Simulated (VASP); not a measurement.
Write the native input for VASP 6.6.1 that does the following.

| Quantity | Value |
| --- | --- |
| Task | single point |
| Functional | PBEsol |
| Potentials or basis | VASP PAW PBE potentials, release 64 (Ni, Al) |
| Cutoff | 520 eV |
| k mesh | 7 × 7 × 7 |
| Occupations | fermi-dirac, width 0.05 eV |
| Spin | collinear spin, ferromagnetic start |
| Starting moments | [0.5, 0.5, 0.5, 0.0] μB |
| Fixed moment | 1.5 μB |
| Dipole correction | no |
| Further INCAR settings | ALGO = Normal; EDIFF = 1e-06; NBANDS = 28 |

The structure of AlNi3 lies in POSCAR:

```
AlNi3
1.0
    0.0000000000      2.8018887551      2.8018887551
    2.8018887551      0.0000000000      2.8018887551
    2.8018887551      2.8018887551      0.0000000000
Ni Al
3 1
Direct
    0.7500000000      0.7500000000      0.7500000000
    0.0000000000      0.0000000000      0.0000000000
    0.2500000000      0.2500000000      0.2500000000
    0.5000000000      0.5000000000      0.5000000000
```

These files were run (other wordings do the same):

INCAR

```
ALGO = Normal
EDIFF = 1E-6
ENCUT = 520
GGA = PS
ISIF = 2
ISMEAR = -1
ISPIN = 2
LASPH = True
LCHARG = False
LMAXMIX = 4
LORBIT = 11
LREAL = False
LWAVE = False
MAGMOM = 0.5 0.5 0.5 0
NBANDS = 28
NELM = 150
NUPDOWN = 1.5
PREC = Accurate
SIGMA = 0.05
```

KPOINTS

```
k-points
0
Gamma
  7 7 7
```

Potentials or basis: VASP PAW PBE potentials, release 64 (Ni, Al).

Launch:

```bash
$ cat potpaw_PBE.64/Ni/POTCAR potpaw_PBE.64/Al/POTCAR > POTCAR
$ mpirun -np 1 vasp_std > vasp.out
```

Results of the run:

```yaml
Pressure: 1.4 GPa
Net_moment: 1.50 μB per cell
Site_moments: Ni +0.44, +0.57; Al +0.01 μB
Valence_electrons_inside_the_program's_atomic_spheres: Ni 9.46, 9.39; Al 0.82
```

Caveat: the PAW data sets were made with another functional, which shifts forces and pressure a little; the total moment is fixed, so each spin has its own Fermi level.

Run time: 29 s on 1 thread of Intel(R) Xeon(R) 6975P-C (Granite Rapids), with other jobs on the host, peak memory 0.2 GiB.
